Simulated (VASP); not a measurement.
Here is a VASP 6.6.1 calculation.

File INCAR:

```
PREC = Accurate
ENCUT = 520
EDIFF = 1E-6
ISMEAR = 0
SIGMA = 0.02
LREAL = False
LASPH = True
NELM = 80
ALGO = Normal
ISIF = 2
LWAVE = False
LCHARG = False
GGA = PE
NBANDS = 24
```

File KPOINTS:

```
regular mesh
0
Gamma
  6 6 4
```

File POSCAR:

```
BaTe
1.0
    4.8490244230     -0.0000000029      0.0000000000
   -2.4245122090      4.1993783353      0.0000000000
    0.0000000000      0.0000000000      8.6069377145
Ba Te
2 2
Direct
    0.6666666667      0.3333333333      0.7500000000
    0.3333333333      0.6666666667      0.2500000000
    0.0000000000      0.0000000000      0.0000000000
    0.0000000000      0.0000000000      0.5000000000
```

Potentials or basis: VASP PAW PBE potentials, release 64 (Ba_sv, Te).

The run is started by

```bash
$ cat potpaw_PBE.64/Ba_sv/POTCAR potpaw_PBE.64/Te/POTCAR > POTCAR
$ mpirun -np 1 vasp_std > vasp.out
```

Problem. Estimate the band gap on the k mesh.

Solution. 1.31 eV, indirect (least direct gap 1.63 eV).

Problem. What does it give for the pressure?

Solution. 0.3 GPa.

Caveat: spin-orbit coupling is left out, which moves the levels of the heavy elements. A k mesh can miss the band edges.
